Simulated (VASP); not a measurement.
A run of VASP 6.6.1:

INCAR

```
PREC     = Accurate       # precision mode
ENCUT    = 520            # plane-wave cutoff, eV
EDIFF    = 1E-6           # SCF threshold, eV
ISMEAR   = -1             # smearing method
SIGMA    = 0.1            # smearing width, eV
LREAL    = F              # projectors in reciprocal space
LASPH    = T              # aspherical terms in the spheres
NELM     = 100            # most SCF steps
ALGO     = Normal         # electronic algorithm
ISIF     = 2              # what is computed and relaxed
LWAVE    = F              # write WAVECAR
LCHARG   = F              # write CHGCAR
GGA      = RE             # functional
NBANDS   = 12             # bands
```

File KPOINTS:

```
Automatic mesh
0
Gamma
  14 14 14
```

POSCAR

```
Nb
1.0
    0.0000000000      2.0905183152      2.0905183152
    2.0905183152      0.0000000000      2.0905183152
    2.0905183152      2.0905183152      0.0000000000
Nb
1
Direct
    0.0000000000      0.0000000000      0.0000000000
```

Potentials or basis: VASP PAW PBE potentials, release 64 (Nb_sv).

Launch:

```sh
$ cat potpaw_PBE.64/Nb_sv/POTCAR > POTCAR
$ mpirun -np 1 vasp_std > vasp.out
```

Hardware: 1 thread of Intel(R) Xeon(R) Platinum 8488C (Sapphire Rapids) (shared host).

How long does it take, and how much memory?

It took 18 s on 1 thread of Intel(R) Xeon(R) Platinum 8488C (Sapphire Rapids), with other jobs on the host, peak memory 0.15 GiB. Counts: scf iterations 12, k points 104.
